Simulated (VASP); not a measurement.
# Bi (Im-3m) in VASP: notebook

Aim: see how the results for Bi move with the level of theory and the settings. Levels: LDA, r2SCAN. Tasks: single point.

All numbers are computed with VASP 6.6.1; they aren't measurements. Logs are shortened: lines on timing, memory, paths and dates and some standing lists are left out, and cuts for length are marked.

## 1. The cell of the first run

It takes space group Im-3m (No. 229, cubic). Conventional cell: a = 3.989 Å, b = 3.989 Å, c = 3.989 Å, α = 90.00°, β = 90.00°, γ = 90.00°. Bi (site symmetry m-3m) has 14 Bi at 3.45 to 3.99 Å within 4.5 Å.

## 2. Single point, LDA

Input file INCAR:

```
SYSTEM = Bi
  ALGO = Normal
  EDIFF = 1E-7
  ENCUT = 520
  ISIF = 2
  ISMEAR = -1
  LASPH = .TRUE.
  LCHARG = .FALSE.
  LREAL = .FALSE.
  LWAVE = .FALSE.
  NBANDS = 14
  NELM = 60
  PREC = Accurate
  SIGMA = 0.05
```

Input file KPOINTS:

```
k-points
0
G
  9 9 9
  0 0 0
```

Input file POSCAR:

```
Bi
1.0
   -1.9945529707      1.9945529707      1.9945529707
    1.9945529707     -1.9945529707      1.9945529707
    1.9945529707      1.9945529707     -1.9945529707
Bi
1
Direct
    0.0000000000      0.0000000000      0.0000000000
```

Potentials or basis: VASP PAW LDA potentials, release 64 (Bi_d).

Started as:

```sh
$ cat potpaw_LDA.64/Bi_d/POTCAR > POTCAR
$ mpirun -np 1 vasp_std > vasp.out
```

OUTCAR:

```text
SYSTEM = Bi
   EDIFF = 1E-7
   ENCUT = 520
   ISIF = 2
   ISMEAR = -1
   LASPH = .TRUE.
   LREAL = .FALSE.
   NELM = 60
   PREC = Accurate

 ion  position               nearest neighbor table
   1  0.000  0.000  0.000-

  LATTYP: Found a body centered cubic cell.
 ALAT       =     3.9891059414

  Lattice vectors:

 A1 = (  -1.9945529707,   1.9945529707,   1.9945529707)
 A2 = (   1.9945529707,  -1.9945529707,   1.9945529707)
 A3 = (   1.9945529707,   1.9945529707,  -1.9945529707)

Analysis of symmetry for initial positions (statically):
=====================================================================
 Subroutine PRICEL returns:
 Original cell was already a primitive cell.

 Routine SETGRP: Setting up the symmetry group for a
 body centered cubic supercell.

 Subroutine GETGRP returns: Found 48 space group operations
[... 9 lines left out ...]

 Routine SETGRP: Setting up the symmetry group for a
 body centered cubic supercell.

 Subroutine GETGRP returns: Found 48 space group operations
[... 11 lines left out ...]
                                     Primitive cell

  volume of cell :      31.7393

  direct lattice vectors                    reciprocal lattice vectors
    -1.994552971  1.994552971  1.994552971     0.000000000  0.250682738  0.250682738
     1.994552971 -1.994552971  1.994552971     0.250682738  0.000000000  0.250682738
     1.994552971  1.994552971 -1.994552971     0.250682738  0.250682738  0.000000000

  length of vectors
     3.454667084  3.454667084  3.454667084     0.354518928  0.354518928  0.354518928

  position of ions in fractional coordinates (direct lattice)
     0.000000000  0.000000000  0.000000000

  ion indices of the primitive-cell ions
   primitive index   ion index
                 1           1

----------------------------------------------------------------------------------------

 KPOINTS: k-points

Automatic generation of k-mesh.
 Grid dimensions read from file:
 generate k-points for:    9    9    9

 Generating k-lattice:

  Cartesian coordinates                     Fractional coordinates (reciprocal lattice)
     0.000000000  0.027853638  0.027853638     0.111111111  0.000000000  0.000000000
     0.027853638  0.000000000  0.027853638     0.000000000  0.111111111  0.000000000
     0.027853638  0.027853638  0.000000000     0.000000000  0.000000000  0.111111111

  Length of vectors
     0.039390992  0.039390992  0.039390992

  Shift w.r.t. Gamma in fractional coordinates (k-lattice)
     0.000000000  0.000000000  0.000000000

 Subroutine IBZKPT returns following result:
 ===========================================

 Found     35 irreducible k-points:

 Following reciprocal coordinates:
            Coordinates               Weight
  0.000000  0.000000  0.000000      1.000000
  0.111111  0.000000  0.000000     12.000000
  0.222222  0.000000  0.000000     12.000000
  0.333333  0.000000  0.000000     12.000000
  0.444444  0.000000  0.000000     12.000000
  0.111111  0.111111  0.000000     24.000000
[... 16 lines left out ...]
 -0.333333  0.444444  0.111111     48.000000
 -0.444444 -0.444444  0.111111     24.000000
 [... further k-points ...]
   k-points           NKPTS =     35   k-points in BZ     NKDIM =     35   number of bands    NBANDS=     14
   number of dos      NEDOS =    301   number of ions     NIONS =      1
   total plane-waves  NPLWV =  21952
   dimension x,y,z NGX =    28 NGY =   28 NGZ =   28
   dimension x,y,z NGXF=    56 NGYF=   56 NGZF=   56
   ions per type =               1
   NGX,Y,Z   is equivalent  to a cutoff of  13.47, 13.47, 13.47 a.u.
   NGXF,Y,Z  is equivalent  to a cutoff of  26.95, 26.95, 26.95 a.u.
 SYSTEM =  Bi
   PREC   = accura    normal or accurate (medium, high low for compatibility)
   ISTART =      0    job   : 0-new  1-cont  2-samecut
   ICHARG =      2    charge: 1-file 2-atom 10-const
   ISPIN  =      1    spin polarized calculation?
   LNONCOLLINEAR =      F non collinear calculations
   LSORBIT =      F    spin-orbit coupling
   LASPH  =      T    aspherical Exc in radial PAW
   ENCUT  =  520.0 eV  38.22 Ry    6.18 a.u.   6.42  6.42  6.42*2*pi/ulx,y,z
   NELM   =     60;   NELMIN=  2; NELMDL= -5     # of ELM steps
   EDIFF  = 0.1E-06   stopping-criterion for ELM
   LREAL  =      F    real-space projection
   EDIFFG = 0.1E-05   stopping-criterion for IOM
   NSW    =      0    number of steps for IOM
   IBRION =     -1    ionic relax: 0-MD 1-quasi-New 2-CG
[... 8 lines left out ...]
   EMIN   =  10.00;   EMAX   =-10.00  energy-range for DOS
   EFERMI =   0.00;   METHOD = LEGACY
   ISMEAR =    -1;   SIGMA  =   0.05  broadening in eV -4-tet -1-fermi 0-gaus
   EFERMI_NEDOS =   21; number of points for ismear=-14 and -15
   IALGO  =     38    algorithm
   IMIX   =      4    mixing-type and parameters
     AMIX     =   0.40;   BMIX     =  1.00
     AMIX_MAG =   1.60;   BMIX_MAG =  1.00
  volume/ion in A,a.u.               =      31.74       214.19
  Fermi-wavevector in a.u.,A,eV,Ry     =   1.275184  2.409749 22.124371  1.626095
  Thomas-Fermi vector in A             =   2.407911
   LORBIT       =      0    0 simple, 1 ext, 2 COOP (PROOUT), +10 PAW based schemes
   GGA     = CA    functional components
   LHFCALC =     F    Hartree Fock is set to
   AEXX    =    0.0000 exact exchange contribution
   IVDW    =     0    specifies the selected vdW correction
   LEPSILON=     F    determine dielectric tensor
   LRPA    =     F    only Hartree local field effects (RPA)
 non-spin polarized calculation
  energy-cutoff  :      520.00
  volume of cell :       31.74
 maximum number of plane-waves:       887
 NGX is ok and might be reduce to    28
   NGX = 13   NGY = 13   NGZ = 13

 number of electron      14.9999999 magnetization

 Free energy of the ion-electron system (eV)
  ---------------------------------------------------
  ext. energy  EPLUGINS =         0.00000000
  ---------------------------------------------------
  free energy    TOTEN  =        -4.44977133 eV

  energy without entropy =       -4.44552386  energy(sigma->0) =       -4.44764759

 E-fermi :   7.4062     XC(G=0): -10.4365

 val. band max:        7.3985984617   @ k =  -0.2222   0.2222   0.1111
 cond. band min:       7.6721862027   @ k =   0.3333   0.2222   0.1111
 fundamental gap:      0.2735877410
 Fermi energy:         7.4061563461

 k-point     1 :       0.0000    0.0000    0.0000
  band No.  band energies     occupation
      1     -15.5261      2.00000
      2     -15.5261      2.00000
      3     -15.5261      2.00000
      4     -15.4039      2.00000
      5     -15.4039      2.00000
      6      -5.9688      2.00000
      7      12.3355      0.00000
      8      12.3355      0.00000
      9      12.3355      0.00000
     10      16.4045      0.00000
     11      17.9443      0.00000
     12      17.9443      0.00000
     13      17.9443      0.00000
     14      19.0213      0.00000

 k-point     2 :       0.1111    0.0000    0.0000
  band No.  band energies     occupation
      1     -15.5304      2.00000
      2     -15.5185      2.00000
      3     -15.5031      2.00000
      4     -15.4089      2.00000
      5     -15.4047      2.00000
      6      -5.7504      2.00000
      7      10.4024      0.00000
      8      11.7263      0.00000
      9      12.1501      0.00000
     10      16.2331      0.00000
     11      17.0003      0.00000
     12      17.6778      0.00000
     13      17.9717      0.00000
     14      19.9215      0.00000

 k-point     3 :       0.2222    0.0000    0.0000
  band No.  band energies     occupation
      1     -15.5414      2.00000
      2     -15.5033      2.00000
      3     -15.4444      2.00000
      4     -15.4184      2.00000
      5     -15.4069      2.00000
      6      -5.1128      2.00000
      7       7.3729      1.32079
      8      10.5594      0.00000
      9      11.6717      0.00000
     10      14.7918      0.00000
     11      16.0221      0.00000
     12      17.8053      0.00000
     13      19.2240      0.00000
     14      21.9283      0.00000

 k-point     4 :       0.3333    0.0000    0.0000
  band No.  band energies     occupation
      1     -15.5539      2.00000
      2     -15.4974      2.00000
      3     -15.4188      2.00000
      4     -15.4094      2.00000
      5     -15.3765      2.00000
      6      -4.1469      2.00000
      7       4.6262      2.00000
      8       9.5521      0.00000
      9      11.1505      0.00000
     10      13.8838      0.00000
     11      15.3686      0.00000
     12      18.5831      0.00000
     13      20.0514      0.00000
     14      24.2148      0.00000

 k-point     5 :       0.4444    0.0000    0.0000
  band No.  band energies     occupation
      1     -15.5620      2.00000
      2     -15.5015      2.00000
      3     -15.4119      2.00000
      4     -15.4109      2.00000
      5     -15.3316      2.00000
      6      -3.2119      2.00000
      7       2.7649      2.00000
      8       8.9958      0.00000
      9      10.8319      0.00000
     10      13.4502      0.00000
     11      15.0446      0.00000
     12      19.5323      0.00000
     13      20.8359      0.00000
     14      23.9590      0.00000

 k-point     6 :       0.1111    0.1111    0.0000
  band No.  band energies     occupation
      1     -15.5306      2.00000
      2     -15.5147      2.00000
      3     -15.4616      2.00000
      4     -15.4166      2.00000
      5     -15.4064      2.00000
      6      -5.3218      2.00000
      7       8.3684      0.00000
      8      10.6160      0.00000
      9      11.4998      0.00000
     10      15.9753      0.00000
     11      16.1914      0.00000
     12      17.9408      0.00000
     13      18.7207      0.00000
     14      20.3568      0.00000

 k-point     7 :       0.2222    0.1111    0.0000
  band No.  band energies     occupation
      1     -15.5395      2.00000
      2     -15.4992      2.00000
      3     -15.4233      2.00000
      4     -15.4113      2.00000
      5     -15.4018      2.00000
      6      -4.5125      2.00000
      7       5.8676      2.00000
      8       9.1218      0.00000
      9      10.8489      0.00000
     10      15.0677      0.00000
     11      16.4593      0.00000
     12      17.7282      0.00000
     13      20.5629      0.00000
     14      21.3564      0.00000
[... 205 lines left out ...]
 k-point    20 :      -0.3333    0.3333    0.1111
  band No.  band energies     occupation
      1     -15.5295      2.00000
      2     -15.4866      2.00000
      3     -15.4311      2.00000
      4     -15.4154      2.00000
      5     -15.3792      2.00000
      6      -3.9498      2.00000
      7       4.8007      2.00000
      8       8.9351      0.00000
      9      10.0379      0.00000
     10      14.7886      0.00000
     11      16.3305      0.00000
     12      16.5107      0.00000
     13      21.0338      0.00000
     14      23.0678      0.00000

 k-point    21 :      -0.2222    0.3333    0.1111
  band No.  band energies     occupation
      1     -15.5096      2.00000
      2     -15.4764      2.00000
      3     -15.4398      2.00000
      4     -15.4218      2.00000
      5     -15.4002      2.00000
      6      -4.1156      2.00000
      7       5.7881      2.00000
      8       8.1493      0.00000
      9      10.1482      0.00000
     10      14.4102      0.00000
     11      15.9529      0.00000
     12      18.9431      0.00000
     13      20.1047      0.00000
     14      21.0822      0.00000

 k-point    22 :      -0.4444    0.4444    0.1111
  band No.  band energies     occupation
      1     -15.5371      2.00000
      2     -15.4935      2.00000
      3     -15.4258      2.00000
      4     -15.4151      2.00000
      5     -15.3338      2.00000
      6      -3.0364      2.00000
      7       3.0026      2.00000
      8       8.3922      0.00000
      9       9.7562      0.00000
     10      14.7092      0.00000
     11      15.9966      0.00000
     12      17.2817      0.00000
     13      19.2394      0.00000
     14      25.3608      0.00000

 k-point    23 :      -0.3333    0.4444    0.1111
  band No.  band energies     occupation
      1     -15.5132      2.00000
      2     -15.4793      2.00000
      3     -15.4362      2.00000
      4     -15.4191      2.00000
      5     -15.3561      2.00000
      6      -3.1592      2.00000
      7       4.0241      2.00000
      8       6.9599      1.99973
      9      10.0315      0.00000
     10      14.6892      0.00000
     11      15.6417      0.00000
     12      18.6891      0.00000
     13      19.0101      0.00000
     14      22.5855      0.00000

 k-point    24 :      -0.4444   -0.4444    0.1111
  band No.  band energies     occupation
      1     -15.5156      2.00000
      2     -15.4827      2.00000
      3     -15.4423      2.00000
      4     -15.4081      2.00000
      5     -15.3379      2.00000
      6      -2.6372      2.00000
      7       3.1648      2.00000
      8       6.5965      2.00000
      9       9.9647      0.00000
     10      14.7951      0.00000
     11      16.2475      0.00000
     12      17.3135      0.00000
     13      18.7433      0.00000
     14      24.9707      0.00000

 [... further k-points ...]
[... 5 lines left out ...]
  --------------------------------------------------------------------------------------
  -------------------------------------------------------------------------------------
  Total       -0.8259945     -0.8259945     -0.8259945      0.0000000      0.0000000     -0.0000000
  in kB      -41.6956757    -41.6956757    -41.6956757      0.0000000      0.0000000     -0.0000000
  external PRESSURE =     -41.6956757 kB  Pullay stress =       0.0000000 kB

 VOLUME and BASIS-vectors are now :
 -----------------------------------------------------------------------------
  energy-cutoff  :      520.00
  volume of cell :       31.74
      direct lattice vectors                 reciprocal lattice vectors
    -1.994552971  1.994552971  1.994552971     0.000000000  0.250682738  0.250682738
     1.994552971 -1.994552971  1.994552971     0.250682738  0.000000000  0.250682738
     1.994552971  1.994552971 -1.994552971     0.250682738  0.250682738  0.000000000

 POSITION                                       TOTAL-FORCE (eV/Angst)
 -----------------------------------------------------------------------------------
      0.00000      0.00000      0.00000         0.000000     -0.000000      0.000000
 -----------------------------------------------------------------------------------
    total drift:                               -0.000000     -0.000000     -0.000000

  FREE ENERGIE OF THE ION-ELECTRON SYSTEM (eV)
  ---------------------------------------------------
  free  energy   TOTEN  =        -4.4497713251 eV

  energy  without entropy=       -4.4455238617  energy(sigma->0) =       -4.44764759
```

It took 6.8 s on 1 thread of Intel Xeon Platinum 8481C at 2.70GHz (Sapphire Rapids), shared host; peak memory 0.14 GiB.

What came out:

```yaml
Free_energy: -4.4498 eV
Pressure: -4.2 GPa
```

Levels at points of the mesh, in eV from the Fermi level:
```csv
k point,band 5,band 6,band 7,band 8,band 9,band 10
"(0.00, 0.00, 0.00)",-22.81,-13.37,4.93,4.93,4.93,9.00
```

Caveat: spin-orbit coupling is left out, which moves the levels of the heavy elements.

## 3. Single point, LDA

This run uses another cell than the first one, of 32.36 Å³/atom, 1.020 times its volume.

Input file INCAR:

```
  ALGO = Fast
  EDIFF = 1E-6
  ENCUT = 520
  GGA = CA
  ISIF = 2
  ISMEAR = -1
  LASPH = T
  LCHARG = F
  LREAL = F
  LWAVE = F
  NBANDS = 14
  NELM = 100
  PREC = Accurate
  SIGMA = 0.05
```

Input file KPOINTS:

```
k-points
0
Gamma
  9 9 9
```

Input file POSCAR:

```
Bi
1.0
   -2.0075049763      2.0075049763      2.0075049763
    2.0075049763     -2.0075049763      2.0075049763
    2.0075049763      2.0075049763     -2.0075049763
Bi
1
Direct
    0.0000000000      0.0000000000      0.0000000000
```

Potentials or basis: VASP PAW LDA potentials, release 64 (Bi_d).

Started as:

```sh
$ cat potpaw_LDA.64/Bi_d/POTCAR > POTCAR
$ mpirun -np 1 vasp_std > vasp.out
```

Run time: 8.5 s. Hardware: 1 thread of Intel Xeon Platinum 8481C at 2.70GHz (Sapphire Rapids), shared host; peak memory 0.14 GiB.

It converged, with:

```
Free energy : -4.4323 eV
Pressure    : -5.0 GPa
```

Levels at points of the mesh, in eV from the Fermi level:
```csv
k point,band 4,band 5,band 6,band 7,band 8,band 9,band 10,band 11
"(0.00, 0.00, 0.00)",-22.78,-22.78,-13.22,4.82,4.82,4.82,8.78,10.56
```

Caveat: spin-orbit coupling is left out, which moves the levels of the heavy elements.

## 4. Single point, LDA

This run uses another cell than the first one, of 32.98 Å³/atom, 1.039 times its volume.

Input file INCAR:

```
  PREC = Accurate
  ENCUT = 520
  EDIFF = 1E-6
  ISMEAR = -1
  SIGMA = 0.05
  LREAL = F
  LASPH = T
  NELM = 60
  ALGO = Normal
  ISIF = 2
  LWAVE = F
  LCHARG = F
  GGA = CA
  NBANDS = 14
```

Input file KPOINTS:

```
regular mesh
0
Gamma
  9 9 9
```

Input file POSCAR:

```
Bi
1.0
   -2.0202919770      2.0202919770      2.0202919770
    2.0202919770     -2.0202919770      2.0202919770
    2.0202919770      2.0202919770     -2.0202919770
Bi
1
Direct
    0.0000000000      0.0000000000      0.0000000000
```

Started as:

```sh
$ cat potpaw_LDA.64/Bi_d/POTCAR > POTCAR
$ mpirun -np 1 vasp_std > vasp.out
```

It took 6.4 s on 1 thread of Intel Xeon Platinum 8481C at 2.70GHz (Sapphire Rapids), shared host; peak memory 0.13 GiB.

It converged, with:

| Item | Value |
| --- | --- |
| Free energy | -4.4117 eV |
| Pressure | -5.7 GPa |

Levels at points of the mesh, in eV from the Fermi level:
```tsv
k point	band 4	band 5	band 6	band 7	band 8	band 9	band 10	band 11
(0.00, 0.00, 0.00)	-22.75	-22.75	-13.08	4.71	4.71	4.71	8.57	10.57
```

Caveat: spin-orbit coupling is left out, which moves the levels of the heavy elements.

## 5. Single point, r2SCAN

This run uses another cell than the first one, of 29.25 Å³/atom, 0.922 times its volume.

Input file POSCAR:

```
Bi
1.0
   -1.9409818243      1.9409818243      1.9409818243
    1.9409818243     -1.9409818243      1.9409818243
    1.9409818243      1.9409818243     -1.9409818243
Bi
1
Direct
    0.0000000000      0.0000000000      0.0000000000
```

Input file INCAR.step1:

```
PREC = Accurate
ENCUT = 520
ISMEAR = -1
SIGMA = 0.05
LREAL = False
LASPH = True
NELM = 60
NBANDS = 14
GGA = PE
ALGO = Normal
EDIFF = 1E-4
LWAVE = True
LCHARG = False
```

Input file INCAR.step2:

```
PREC = Accurate
ENCUT = 520
EDIFF = 1E-6
ISMEAR = -1
SIGMA = 0.05
LREAL = False
LASPH = True
NELM = 60
ALGO = Normal
ISIF = 2
LWAVE = False
LCHARG = True
METAGGA = R2SCAN
LMIXTAU = True
LELF = True
LVHAR = True
NBANDS = 14
ISTART = 1
```

Input file KPOINTS:

```
Automatic mesh
0
Gamma
  9 9 9
```

Potentials or basis: VASP PAW PBE potentials, release 64 (Bi_d).

Started as:

```sh
$ cat potpaw_PBE.64/Bi_d/POTCAR > POTCAR
$ cp INCAR.step1 INCAR
$ mpirun -np 1 vasp_std > vasp.out
$ cp INCAR.step2 INCAR
$ mpirun -np 1 vasp_std > vasp.out
```

Wall time 32 s (1 thread of Intel Xeon Platinum 8481C at 2.70GHz (Sapphire Rapids), shared host); peak memory 0.16 GiB.

Results (log left out):

* Free energy: -58.2645 eV
* Pressure: 4.0 GPa

Levels at points of the mesh, in eV from the Fermi level:
```
           k point  band 3  band 4  band 5  band 6  band 7  band 8  band 9  band 10  band 11  band 12
(0.00, 0.00, 0.00)  -23.99  -23.82  -23.82  -14.78    5.64    5.64    5.64    10.81    11.10    11.10
```

Caveat: the PAW data sets were made with another functional, which shifts forces and pressure a little; spin-orbit coupling is left out, which moves the levels of the heavy elements.

## 6. Overview

| level | potentials or basis | cell | gap on the mesh (eV) | pressure (GPa) |
| --- | --- | --- | --- | --- |
| LDA | VASP PAW LDA potentials, release 64 (Bi_d) | a = 3.455 Å, angles 109.5°, 1 atom | none | -4.2 |
| LDA | VASP PAW LDA potentials, release 64 (Bi_d) | a = 3.477 Å, angles 109.5°, 1 atom | none | -5.0 |
| LDA | VASP PAW LDA potentials, release 64 (Bi_d) | a = 3.499 Å, angles 109.5°, 1 atom | none | -5.7 |
| r2SCAN | VASP PAW PBE potentials, release 64 (Bi_d) | a = 3.362 Å, angles 109.5°, 1 atom | none | 4.0 |

Alike in all rows: task single point; no spin polarisation; k mesh 9 × 9 × 9; cutoff (eV) 520; smearing fermi-dirac 0.05 eV.

Caveats: spin-orbit coupling is left out, which moves the levels of the heavy elements; the PAW data sets were made with another functional, which shifts forces and pressure a little (some runs).

Absolute energies hang on the potentials; compare differences alone.
